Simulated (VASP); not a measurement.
# Mg (P6_3/mmc) in VASP: a series of runs, part 2 of 2

VASP 6.6.1.

## 4. Single point, PBE

This run uses another cell than the first one, of 23.24 Å³/atom, 1.010 times its volume.

The input, INCAR:

```
ALGO = Normal
EDIFF = 1E-6
ENCUT = 520
GGA = PE
ISIF = 2
ISMEAR = -1
LASPH = T
LCHARG = F
LREAL = F
LWAVE = F
NBANDS = 9
NELM = 60
PREC = Accurate
SIGMA = 0.08
```

The input, KPOINTS:

```
k-points
0
Gamma
  12 12 7
```

The input, POSCAR:

```
Mg
1.0
    3.2092715325      0.0000000000      0.0000000000
   -1.6046357662      2.7793106748      0.0000000000
    0.0000000000      0.0000000000      5.2103300000
Mg
2
Direct
    0.3333333333      0.6666666667      0.2500000000
    0.6666666667      0.3333333333      0.7500000000
```

Potentials or basis: VASP PAW PBE potentials, release 64 (Mg).

On the command line:

```
$ cat potpaw_PBE.64/Mg/POTCAR > POTCAR
$ mpirun -np 1 vasp_std > vasp.out
```

OUTCAR:

```text
EDIFF = 1E-6
   ENCUT = 520
   GGA = PE
   ISIF = 2
   ISMEAR = -1
   LASPH = T
   LREAL = F
   NELM = 60
   PREC = Accurate

 ion  position               nearest neighbor table
   1  0.333  0.667  0.250-   2 3.20   2 3.20   2 3.20   2 3.20   2 3.20   2 3.20
   2  0.667  0.333  0.750-   1 3.20   1 3.20   1 3.20   1 3.20   1 3.20   1 3.20

  LATTYP: Found a hexagonal cell.
 ALAT       =     3.2092715325
 C/A-ratio  =     1.6235242008

  Lattice vectors:

 A1 = (   3.2092715325,   0.0000000000,   0.0000000000)
 A2 = (  -1.6046357662,   2.7793106748,   0.0000000000)
 A3 = (   0.0000000000,   0.0000000000,   5.2103300000)

Analysis of symmetry for initial positions (statically):
=====================================================================
 Subroutine PRICEL returns:
 Original cell was already a primitive cell.

 Routine SETGRP: Setting up the symmetry group for a
 hexagonal supercell.

 Subroutine GETGRP returns: Found 24 space group operations
 (whereof 12 operations were pure point group operations)
 out of a pool of 24 trial point group operations.

The static configuration has the point symmetry D_3d.
 The point group associated with its full space group is D_6h.

Analysis of symmetry for dynamics (positions and initial velocities):
=====================================================================
 Subroutine PRICEL returns:
 Original cell was already a primitive cell.

 Routine SETGRP: Setting up the symmetry group for a
 hexagonal supercell.

 Subroutine GETGRP returns: Found 24 space group operations
 (whereof 12 operations were pure point group operations)
 out of a pool of 24 trial point group operations.

The dynamic configuration has the point symmetry D_3d.
 The point group associated with its full space group is D_6h.

 Subroutine INISYM returns: Found 24 space group operations
 (whereof 12 operations are pure point group operations),
 and found     1 'primitive' translations

[... 110 lines left out ...]
   EFERMI_NEDOS =   21; number of points for ismear=-14 and -15
   IALGO  =     38    algorithm
   IMIX   =      4    mixing-type and parameters
     AMIX     =   0.40;   BMIX     =  1.00
     AMIX_MAG =   1.60;   BMIX_MAG =  1.00
  volume/ion in A,a.u.               =      23.24       156.81
  Fermi-wavevector in a.u.,A,eV,Ry     =   0.722812  1.365916  7.108458  0.522457
  Thomas-Fermi vector in A             =   1.812869
   LORBIT       =      0    0 simple, 1 ext, 2 COOP (PROOUT), +10 PAW based schemes
   GGA     = PE    functional components
   LHFCALC =     F    Hartree Fock is set to
   AEXX    =    0.0000 exact exchange contribution
   IVDW    =     0    specifies the selected vdW correction
   LEPSILON=     F    determine dielectric tensor
   LRPA    =     F    only Hartree local field effects (RPA)
 non-spin polarized calculation
  energy-cutoff  :      520.00
  volume of cell :       46.47
 maximum number of plane-waves:      1281
 NGX is ok and might be reduce to    24
   NGX = 11   NGY = 11   NGZ = 19

 number of electron       4.0000000 magnetization

 Free energy of the ion-electron system (eV)
  ---------------------------------------------------
  ext. energy  EPLUGINS =         0.00000000
  ---------------------------------------------------
  free energy    TOTEN  =        -3.02036909 eV

  energy without entropy =       -3.00225778  energy(sigma->0) =       -3.01131344

 E-fermi :   2.5304     XC(G=0):  -8.4537

 val. band max:        2.5221375985   @ k =   0.2500   0.0833   0.0000
 cond. band min:       2.6483273708   @ k =   0.4167   0.0833   0.2857
 fundamental gap:      0.1261897723
 Fermi energy:         2.5304491837

 k-point     1 :       0.0000    0.0000    0.0000
  band No.  band energies     occupation
      1      -4.3090      2.00000
      2       0.9071      2.00000
      3       1.3281      2.00000
      4      13.4393      0.00000
      5      13.4393      0.00000
      6      13.5286      0.00000
      7      13.5286      0.00000
      8      14.3313      0.00000
      9      15.8826      0.00000
[... 265 lines left out ...]
 k-point    24 :       0.3333    0.0000    0.1429
  band No.  band energies     occupation
      1      -2.0513      2.00000
      2       1.7231      1.99992
      3       4.0070      0.00000
      4       5.0395      0.00000
      5       7.7903      0.00000
      6       9.9347      0.00000
      7      10.1308      0.00000
      8      11.8568      0.00000
      9      13.2758      0.00000

 [... further k-points ...]
[... 5 lines left out ...]
  --------------------------------------------------------------------------------------
  -------------------------------------------------------------------------------------
  Total       -0.0909884     -0.0909884     -0.3175432     -0.0000000     -0.0000000      0.0000000
  in kB       -3.1368065     -3.1368065    -10.9472404     -0.0000000     -0.0000000      0.0000000
  external PRESSURE =      -5.7402845 kB  Pullay stress =       0.0000000 kB

 VOLUME and BASIS-vectors are now :
 -----------------------------------------------------------------------------
  energy-cutoff  :      520.00
  volume of cell :       46.47
      direct lattice vectors                 reciprocal lattice vectors
     3.209271532  0.000000000  0.000000000     0.311597193  0.179900723  0.000000000
    -1.604635766  2.779310675  0.000000000     0.000000000  0.359801446  0.000000000
     0.000000000  0.000000000  5.210330000     0.000000000  0.000000000  0.191926423

 POSITION                                       TOTAL-FORCE (eV/Angst)
 -----------------------------------------------------------------------------------
     -0.00000      1.85287      1.30258         0.000000     -0.000000      0.000000
      1.60464      0.92644      3.90775        -0.000000      0.000000      0.000000
 -----------------------------------------------------------------------------------
    total drift:                                0.000000     -0.000000      0.000000

  FREE ENERGIE OF THE ION-ELECTRON SYSTEM (eV)
  ---------------------------------------------------
  free  energy   TOTEN  =        -3.0203690918 eV

  energy  without entropy=       -3.0022577791  energy(sigma->0) =       -3.01131344
```

stdout:

```text
POSCAR found type information on POSCAR Mg
 POSCAR found :  1 types and       2 ions
 scaLAPACK will be used
 LDA part: xc-table for (Slater+PW92), standard interpolation
 POSCAR, INCAR and KPOINTS ok, starting setup
 FFT: planning ... GRIDC
 FFT: planning ... GRID_SOFT
 FFT: planning ... GRID
 WAVECAR not read
 entering main loop
```

Wall time 11 s (1 thread of Intel Xeon Platinum 8488C (Sapphire Rapids), shared host); peak memory 0.17 GiB.

What came out:

```yaml
Free_energy: -3.0204 eV
Pressure: -0.6 GPa
Band_gap_on_the_k_mesh: zero (band 2 reaches 3.57 eV, above the bottom of band 3 at 1.33 eV)
```

Stress tensor (GPa, compression positive):
```
-0.31  0.00  0.00
 0.00 -0.31  0.00
 0.00  0.00 -1.09
```

## 5. The runs side by side

| cell | gap on the mesh (eV) | pressure (GPa) |
| --- | --- | --- |
| a = 3.199, b = 3.199, c = 5.193 Å, angles 90.0, 90.0, 120.0°, 2 atoms | none | -0.2 |
| a = 3.220, b = 3.220, c = 5.228 Å, angles 90.0, 90.0, 120.0°, 2 atoms | none | -0.9 |
| a = 3.209, b = 3.209, c = 5.210 Å, angles 90.0, 90.0, 120.0°, 2 atoms | none | -0.6 |

Alike in all rows: task single point; level PBE; potentials or basis VASP PAW PBE potentials, release 64 (Mg); no spin polarisation; k mesh 12 × 12 × 7; cutoff (eV) 520; smearing fermi-dirac 0.08 eV.

Total energies depend on the potentials used, so only differences within one code and one set of settings carry meaning.
